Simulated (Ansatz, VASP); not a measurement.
C in VASP and in Ansatz

File POSCAR:

```
C
1.0
    0.0000000000      1.7801241411      1.7801241411
    1.7801241411      0.0000000000      1.7801241411
    1.7801241411      1.7801241411      0.0000000000
C
2
Direct
    0.0000000000      0.0000000000      0.0000000000
    0.2500000000      0.2500000000      0.2500000000
```

INCAR.step1

```
PREC = Accurate
ENCUT = 520
EDIFF = 1E-5
ISMEAR = 0
SIGMA = 0.01
LREAL = False
LASPH = True
NELM = 80
ALGO = Normal
ISIF = 2
LWAVE = True
LCHARG = False
GGA = PE
NBANDS = 11
```

The input INCAR.step2:

```
PREC = Accurate
ENCUT = 520
EDIFF = 1E-7
ISMEAR = 0
SIGMA = 0.01
LREAL = False
LASPH = True
NELM = 80
ALGO = Normal
ISIF = 2
LWAVE = False
LCHARG = False
GGA = PE
LHFCALC = True
AEXX = 0.2
HFSCREEN = 0.5
PRECFOCK = Normal
ISTART = 1
NBANDS = 11
```

File KPOINTS:

```
Automatic mesh
0
Gamma
  6 6 6
```

Input for Ansatz:

```yaml
crystal:
  lattice:
    - [0.0, 1.7801241411, 1.7801241411]
    - [1.7801241411, 0.0, 1.7801241411]
    - [1.7801241411, 1.7801241411, 0.0]
  atoms:
    - { symbol: C, position: [0.0, 0.0, 0.0] }
    - { symbol: C, position: [0.25, 0.25, 0.25] }
kpoints:
  mp_grid: { grid: [6, 6, 6] }
hamiltonian:
  xc: { exchange: pbe, correlation: pbe, exx: { coeff: 0.2, omega: 0.5 } }
scf:
  occupations: { method: fixed }
  n_extra_bands: 4
output:
  forces: true
  stress: true
  eigenvalues: true
```

Alike in both runs: task single point; functional PBE-based screened hybrid; k mesh 6 × 6 × 6; no spin polarisation.

|  | VASP | Ansatz |
| --- | --- | --- |
| version | VASP 6.6.1 | Ansatz 0.2.0 |
| potentials or method | VASP PAW PBE potentials, release 64 (C) | plane waves |
| plane-wave cutoff (eV) | 520 | 420 |
| occupations | gaussian, width 0.01 eV | fixed |
| valence electrons in the cell | 8 | 8 |

Ansatz gave:

```
gap on the k mesh at the Fermi level (eV) : 4.64
pressure (GPa)                            : -2.4
```

Task: Estimate VASP's values.

Result: gap on the k mesh at the Fermi level (eV): 4.63; pressure (GPa): -1.5.

VASP's potentials were made for PBE, not for PBE-based screened hybrid. Ansatz's warnings: stress exchange threshold loose, stress scf threshold loose.

The k mesh is coarse, so the values compare programs but aren't converged.
